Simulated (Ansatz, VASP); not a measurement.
## Se in VASP and in Ansatz

INCAR

```
ALGO = Normal
EDIFF = 1E-8
ENCUT = 520
GGA = PE
ISIF = 2
ISMEAR = -1
LASPH = True
LCHARG = False
LEFG = True
LREAL = False
LWAVE = False
NBANDS = 9
NELM = 80
PREC = Accurate
SIGMA = 0.03
```

The input KPOINTS:

```
k-points
0
Gamma
  16 16 16
```

Contents of POSCAR:

```
Se
1.0
    0.0000000000      2.1517078671      2.1517078671
    2.1517078671      0.0000000000      2.1517078671
    2.1517078671      2.1517078671      0.0000000000
Se
1
Direct
    0.0000000000      0.0000000000      0.0000000000
```

Input for Ansatz:

```yaml
crystal:
  lattice:
    - [0.0, 2.1517078671, 2.1517078671]
    - [2.1517078671, 0.0, 2.1517078671]
    - [2.1517078671, 2.1517078671, 0.0]
  atoms:
    - { symbol: Se, position: [0.0, 0.0, 0.0] }
kpoints:
  mp_grid: { grid: [16, 16, 16] }
scf:
  occupations: { method: fermi_dirac, width: 0.03 }
hamiltonian:
  xc: pbe
  pseudopotentials: { kind: paw }
output:
  forces: true
  stress: true
  eigenvalues: true
  efg: { contact_densities: true }
```

Change from the starting cell: volume scaled by 0.98, PAW files.

Alike in both runs: task electric field gradients; functional PBE; k mesh 16 × 16 × 16; occupations fermi-dirac, width 0.03 eV; no spin polarisation.

```csv
,VASP,Ansatz
version,VASP 6.6.1,Ansatz 0.2.0
potentials or method,"VASP PAW PBE potentials, release 64 (Se)","PAW with Ansatz's default frozen-core files, scalar-relativistic"
plane-wave cutoff (eV),520,420
valence electrons in the cell,6,16
```

```csv
,VASP,Ansatz,Ansatz less VASP
pressure (GPa),1.5,1.5,-0.01
```

The functional is the same, so the differences come from potentials, cutoffs and numerics. VASP's potentials hold 6 valence electrons a cell and Ansatz's 16, so a difference there can come from the potentials and not from the codes.
